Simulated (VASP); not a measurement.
# TmHgH4 (P6/mmm) in VASP: single point with PBE

Aim: the single point of TmHgH4 with PBE.

All numbers are computed with VASP 6.6.1; they aren't measurements. Logs are shortened: lines on timing, memory, paths and dates and some standing lists are left out, and cuts for length are marked.

### 1 The cell of the first run

The structure is hexagonal, space group P6/mmm (No. 191). The conventional cell has a = 3.452 Å, b = 3.452 Å, c = 6.865 Å, α = 90.00°, β = 90.00°, γ = 120.00°. Tm (site symmetry 6/mmm) has 12 H at 2.21 Å within 2.9 Å. Within 4.2 Å of Hg (site symmetry 6/mmm) lie 12 H at 3.17 Å and 2 Tm at 3.43 Å and 6 Hg at 3.45 Å. Within 2.6 Å of H (site symmetry 3m) lie 4 H at 1.93 to 1.99 Å and 3 Tm at 2.21 Å.

The cell was generated, and may not be a known phase.

### 2 Single point, PBE

File INCAR:

```
SYSTEM = TmHgH4
ALGO     = Normal         ! electronic algorithm
EDIFF    = 1E-6           ! SCF threshold, eV
ENCUT    = 520            ! plane-wave cutoff, eV
GGA      = PE             ! functional
ISIF     = 2              ! what is computed and relaxed
ISMEAR   = 0              ! smearing method
LASPH    = .True.         ! aspherical terms in the spheres
LCHARG   = .False.        ! write CHGCAR
LREAL    = .False.        ! projectors in reciprocal space
LWAVE    = .False.        ! write WAVECAR
NBANDS   = 28             ! bands
NELM     = 80             ! most SCF steps
PREC     = Accurate       ! precision mode
SIGMA    = 0.1            ! smearing width, eV
```

File KPOINTS:

```
k-points
0
Gamma
  12 12 6
  0 0 0
```

File POSCAR:

```
TmHgH4
1.0
    3.4516496546      0.0000000000      0.0000000000
   -1.7258248273      2.9892162859      0.0000000000
    0.0000000000      0.0000000000      6.8649014787
Tm Hg H
1 1 4
Direct
    0.0000000000      0.0000000000      0.5000000000
    0.0000000000      0.0000000000      0.0000000000
    0.3333333333      0.6666666667      0.6404850321
    0.3333333333      0.6666666667      0.3595149679
    0.6666666667      0.3333333333      0.6404850321
    0.6666666667      0.3333333333      0.3595149679
```

Potentials or basis: VASP PAW PBE potentials, release 64 (Tm, Hg, H).

Launch:

```bash
cat potpaw_PBE.64/Tm/POTCAR potpaw_PBE.64/Hg/POTCAR potpaw_PBE.64/H/POTCAR > POTCAR
mpirun -np 1 vasp_std > vasp.out
```

OUTCAR:

```text
SYSTEM = TmHgH4
   EDIFF = 1E-6
   ENCUT = 520
   GGA = PE
   ISIF = 2
   ISMEAR = 0
   LASPH = .True.
   LREAL = .False.
   NELM = 80
   PREC = Accurate

 ion  position               nearest neighbor table
   1  0.000  0.000  0.500-   3 2.21   4 2.21   5 2.21   6 2.21   5 2.21   6 2.21   3 2.21   4 2.21
                             5 2.21   6 2.21   3 2.21   4 2.21   2 3.43   2 3.43
   2  0.000  0.000  0.000-   1 3.43   1 3.43
   3  0.333  0.667  0.640-   1 2.21   1 2.21   1 2.21
   4  0.333  0.667  0.360-   1 2.21   1 2.21   1 2.21
   5  0.667  0.333  0.640-   1 2.21   1 2.21   1 2.21
   6  0.667  0.333  0.360-   1 2.21   1 2.21   1 2.21

  LATTYP: Found a hexagonal cell.
 ALAT       =     3.4516496546
 C/A-ratio  =     1.9888755134

  Lattice vectors:

 A1 = (   3.4516496546,   0.0000000000,   0.0000000000)
 A2 = (  -1.7258248273,   2.9892162859,   0.0000000000)
 A3 = (   0.0000000000,   0.0000000000,   6.8649014787)

Analysis of symmetry for initial positions (statically):
=====================================================================
 Subroutine PRICEL returns:
 Original cell was already a primitive cell.

 Routine SETGRP: Setting up the symmetry group for a
 hexagonal supercell.

 Subroutine GETGRP returns: Found 24 space group operations
 (whereof 24 operations were pure point group operations)
 out of a pool of 24 trial point group operations.

The static configuration has the point symmetry D_6h.

Analysis of symmetry for dynamics (positions and initial velocities):
=====================================================================
 Subroutine PRICEL returns:
 Original cell was already a primitive cell.

 Routine SETGRP: Setting up the symmetry group for a
 hexagonal supercell.

 Subroutine GETGRP returns: Found 24 space group operations
 (whereof 24 operations were pure point group operations)
 out of a pool of 24 trial point group operations.

The dynamic configuration has the point symmetry D_6h.

 Subroutine INISYM returns: Found 24 space group operations
 (whereof 24 operations are pure point group operations),
 and found     1 'primitive' translations

----------------------------------------------------------------------------------------

                                     Primitive cell

  volume of cell :      70.8302

  direct lattice vectors                    reciprocal lattice vectors
     3.451649655  0.000000000  0.000000000     0.289716541  0.167267923  0.000000000
    -1.725824827  2.989216286  0.000000000     0.000000000  0.334535846  0.000000000
     0.000000000  0.000000000  6.864901479     0.000000000  0.000000000  0.145668514

  length of vectors
     3.451649655  3.451649655  6.864901479     0.334535846  0.334535846  0.145668514

  position of ions in fractional coordinates (direct lattice)
     0.000000000  0.000000000  0.500000000
     0.000000000  0.000000000  0.000000000
     0.333333333  0.666666667  0.640485032
     0.333333333  0.666666667  0.359514968
     0.666666667  0.333333333  0.640485032
     0.666666667  0.333333333  0.359514968

  ion indices of the primitive-cell ions
   primitive index   ion index
                 1           1
                 2           2
                 3           3
                 4           4
                 5           5
                 6           6

----------------------------------------------------------------------------------------

 KPOINTS: k-points

Automatic generation of k-mesh.
 Grid dimensions read from file:
 generate k-points for:   12   12    6

 Generating k-lattice:

  Cartesian coordinates                     Fractional coordinates (reciprocal lattice)
     0.024143045  0.013938994  0.000000000     0.083333333  0.000000000  0.000000000
     0.000000000  0.027877987  0.000000000     0.000000000  0.083333333  0.000000000
     0.000000000  0.000000000  0.024278086     0.000000000  0.000000000  0.166666667

  Length of vectors
     0.027877987  0.027877987  0.024278086

  Shift w.r.t. Gamma in fractional coordinates (k-lattice)
     0.000000000  0.000000000  0.000000000

 Subroutine IBZKPT returns following result:
 ===========================================

 Found     76 irreducible k-points:

 Following reciprocal coordinates:
            Coordinates               Weight
  0.000000  0.000000  0.000000      1.000000
  0.083333 -0.000000  0.000000      6.000000
  0.166667  0.000000  0.000000      6.000000
  0.250000  0.000000  0.000000      6.000000
  0.333333  0.000000  0.000000      6.000000
  0.416667  0.000000  0.000000      6.000000
[... 16 lines left out ...]
  0.250000  0.000000  0.166667     12.000000
  0.333333  0.000000  0.166667     12.000000
 [... further k-points ...]
   k-points           NKPTS =     76   k-points in BZ     NKDIM =     76   number of bands    NBANDS=     28
   number of dos      NEDOS =    301   number of ions     NIONS =      6
   total plane-waves  NPLWV =  42336
   dimension x,y,z NGX =    28 NGY =   28 NGZ =   54
   dimension x,y,z NGXF=    56 NGYF=   56 NGZF=  108
   ions per type =               1   1   4
   NGX,Y,Z   is equivalent  to a cutoff of  13.49, 13.49, 13.08 a.u.
   NGXF,Y,Z  is equivalent  to a cutoff of  26.97, 26.97, 26.15 a.u.
 SYSTEM =  TmHgH4
   PREC   = accura    normal or accurate (medium, high low for compatibility)
   ISTART =      0    job   : 0-new  1-cont  2-samecut
   ICHARG =      2    charge: 1-file 2-atom 10-const
   ISPIN  =      1    spin polarized calculation?
   LNONCOLLINEAR =      F non collinear calculations
   LSORBIT =      F    spin-orbit coupling
   LASPH  =      T    aspherical Exc in radial PAW
   ENCUT  =  520.0 eV  38.22 Ry    6.18 a.u.   6.42  6.42 12.76*2*pi/ulx,y,z
   NELM   =     80;   NELMIN=  2; NELMDL= -5     # of ELM steps
   EDIFF  = 0.1E-05   stopping-criterion for ELM
   LREAL  =      F    real-space projection
   EDIFFG = 0.1E-04   stopping-criterion for IOM
   NSW    =      0    number of steps for IOM
   IBRION =     -1    ionic relax: 0-MD 1-quasi-New 2-CG
   NFREE  =      0    steps in history (QN), initial steepest desc. (CG)
   ISIF   =      2    stress and relaxation
   ISYM   =      2    0-nonsym 1-usesym 2-fastsym
   POTIM  = 0.5000    time-step for ionic-motion
   TEBEG  =    0.0;   TEEND  =   0.0 temperature during run
   PSTRESS=    0.0 pullay stress
   NELECT =      39.0000    total number of electrons
   NUPDOWN=      -1.0000    fix difference up-down
   EMIN   =  10.00;   EMAX   =-10.00  energy-range for DOS
   EFERMI =   0.00;   METHOD = LEGACY
   ISMEAR =     0;   SIGMA  =   0.10  broadening in eV -4-tet -1-fermi 0-gaus
   EFERMI_NEDOS =   21; number of points for ismear=-14 and -15
   IALGO  =     38    algorithm
   IMIX   =      4    mixing-type and parameters
     AMIX     =   0.40;   BMIX     =  1.00
     AMIX_MAG =   1.60;   BMIX_MAG =  1.00
  volume/ion in A,a.u.               =      11.81        79.66
  Fermi-wavevector in a.u.,A,eV,Ry     =   1.341808  2.535649 24.496577  1.800448
  Thomas-Fermi vector in A             =   2.470012
   LORBIT       =      0    0 simple, 1 ext, 2 COOP (PROOUT), +10 PAW based schemes
   GGA     = PE    functional components
   LHFCALC =     F    Hartree Fock is set to
   AEXX    =    0.0000 exact exchange contribution
   IVDW    =     0    specifies the selected vdW correction
   LEPSILON=     F    determine dielectric tensor
   LRPA    =     F    only Hartree local field effects (RPA)
 non-spin polarized calculation
 Gauss-broadening in eV      SIGMA  =   0.10
  energy-cutoff  :      520.00
  volume of cell :       70.83
 maximum number of plane-waves:      1932
 NGX is ok and might be reduce to    28
   NGX = 13   NGY = 13   NGZ = 25

 number of electron      39.0000008 magnetization

 Free energy of the ion-electron system (eV)
  ---------------------------------------------------
  ext. energy  EPLUGINS =         0.00000000
  ---------------------------------------------------
  free energy    TOTEN  =       -17.76536074 eV

  energy without entropy =      -17.71109567  energy(sigma->0) =      -17.73822820

 E-fermi :   0.8263     XC(G=0): -10.0569

 val. band max:        0.8131404618   @ k =   0.1667   0.0833   0.3333
 cond. band min:       0.8348951336   @ k =   0.2500   0.0833   0.5000
 fundamental gap:      0.0217546718
 Fermi energy:         0.8263257750

 k-point     1 :       0.0000    0.0000    0.0000
  band No.  band energies     occupation
      1     -48.2857      2.00000
      2     -21.6949      2.00000
      3     -21.2401      2.00000
      4     -21.2401      2.00000
      5      -7.3959      2.00000
      6      -5.5443      2.00000
[... 20 lines left out ...]
     27       7.3050      0.00000
     28      12.7504      0.00000

 k-point     2 :       0.0833   -0.0000    0.0000
  band No.  band energies     occupation
      1     -48.2831      2.00000
      2     -21.6857      2.00000
      3     -21.2914      2.00000
      4     -21.2498      2.00000
      5      -7.2303      2.00000
      6      -5.4863      2.00000
[... 20 lines left out ...]
     27       7.6046      0.00000
     28      11.0783      0.00000

 k-point     3 :       0.1667    0.0000    0.0000
  band No.  band energies     occupation
      1     -48.2760      2.00000
      2     -21.6604      2.00000
      3     -21.4284      2.00000
      4     -21.2761      2.00000
      5      -6.7622      2.00000
      6      -5.3675      2.00000
[... 20 lines left out ...]
     27       8.4685      0.00000
     28       8.9043      0.00000

 k-point     4 :       0.2500    0.0000    0.0000
  band No.  band energies     occupation
      1     -48.2663      2.00000
      2     -21.6256      2.00000
      3     -21.6081      2.00000
      4     -21.3118      2.00000
      5      -6.0822      2.00000
      6      -5.3398      2.00000
[... 578 lines left out ...]
     27       8.4898      0.00000
     28       9.1321      0.00000

 k-point    23 :       0.2500    0.0000    0.1667
  band No.  band energies     occupation
      1     -48.2663      2.00000
      2     -21.6260      2.00000
      3     -21.6081      2.00000
      4     -21.3118      2.00000
      5      -6.0316      2.00000
      6      -5.3388      2.00000
[... 20 lines left out ...]
     27       9.0402      0.00000
     28       9.6719      0.00000

 k-point    24 :       0.3333    0.0000    0.1667
  band No.  band energies     occupation
      1     -48.2566      2.00000
      2     -21.7802      2.00000
      3     -21.5909      2.00000
      4     -21.3472      2.00000
      5      -5.4501      2.00000
      6      -5.3555      2.00000
[... 20 lines left out ...]
     27       9.9380      0.00000
     28      10.1007      0.00000

 [... further k-points ...]

------------------------ aborting loop because EDIFF is reached ----------------------------------------

  FORCE on cell =-STRESS in cart. coord.  units (eV):
  Direction    XX          YY          ZZ          XY          YZ          ZX
  --------------------------------------------------------------------------------------
  -------------------------------------------------------------------------------------
  Total       -0.0726622     -0.0726622      0.0213883      0.0000000      0.0000000      0.0000000
  in kB       -1.6436183     -1.6436183      0.4838030      0.0000000      0.0000000      0.0000000
  external PRESSURE =      -0.9344778 kB  Pullay stress =       0.0000000 kB

 VOLUME and BASIS-vectors are now :
 -----------------------------------------------------------------------------
  energy-cutoff  :      520.00
  volume of cell :       70.83
      direct lattice vectors                 reciprocal lattice vectors
     3.451649655  0.000000000  0.000000000     0.289716541  0.167267923  0.000000000
    -1.725824827  2.989216286  0.000000000     0.000000000  0.334535846  0.000000000
     0.000000000  0.000000000  6.864901479     0.000000000  0.000000000  0.145668514

 POSITION                                       TOTAL-FORCE (eV/Angst)
 -----------------------------------------------------------------------------------
      0.00000      0.00000      3.43245        -0.000000      0.000000      0.000000
      0.00000      0.00000      0.00000        -0.000000      0.000000      0.000000
     -0.00000      1.99281      4.39687        -0.000000     -0.000000     -0.135796
     -0.00000      1.99281      2.46803        -0.000000     -0.000000      0.135796
      1.72582      0.99641      4.39687         0.000000      0.000000     -0.135796
      1.72582      0.99641      2.46803         0.000000      0.000000      0.135796
 -----------------------------------------------------------------------------------
    total drift:                               -0.000000      0.000000      0.000000

  FREE ENERGIE OF THE ION-ELECTRON SYSTEM (eV)
  ---------------------------------------------------
  free  energy   TOTEN  =       -17.7653607407 eV

  energy  without entropy=      -17.7110956672  energy(sigma->0) =      -17.73822820
```

Run time: 4.5 min. Hardware: 1 thread of Intel Xeon 6975P-C (Granite Rapids), shared host; peak memory 0.31 GiB.

Results:

```
Free energy            : -17.7654 eV
Pressure               : -0.1 GPa
Largest force          : 0.136 eV/Å
Band gap on the k mesh : zero (an odd number of electrons rules out a gap without spin polarisation)
```

Forces in eV/Å, atoms in the order of the input:
```
Tm   0.000  0.000  0.000
Hg   0.000  0.000  0.000
H    0.000  0.000 -0.136
H    0.000  0.000  0.136
H    0.000  0.000 -0.136
H    0.000  0.000  0.136
```

Levels at points of the mesh, in eV from the Fermi level:
| k point | band 17 | band 18 | band 19 | band 20 | band 21 | band 22 | band 23 | band 24 |
| --- | --- | --- | --- | --- | --- | --- | --- | --- |
| (0.00, 0.00, 0.00) | -0.16 | -0.14 | -0.14 | 2.07 | 3.56 | 3.56 | 4.00 | 4.34 |
| (0.50, 0.00, 0.00) | -0.18 | -0.17 | -0.15 | -0.11 | 0.81 | 1.47 | 5.04 | 5.58 |
| (0.00, 0.00, 0.50) | -0.14 | -0.14 | 0.17 | 0.39 | 2.08 | 3.56 | 3.56 | 4.32 |
| (0.50, 0.00, 0.50) | -0.18 | -0.16 | -0.15 | -0.08 | 1.67 | 1.75 | 2.27 | 4.75 |

Caveat: spin-orbit coupling is left out, which moves the levels of the heavy elements; an odd number of electrons without spin polarisation forces a metal; a magnetic or distorted state may lie lower; semilocal functionals describe open f shells poorly, which spoils levels, moments and volumes. Spin polarisation is off, so any magnetic state and its effect on volume and gap are missing.

The gap in the log of VASP goes by the Fermi energy; the results here count the filled bands.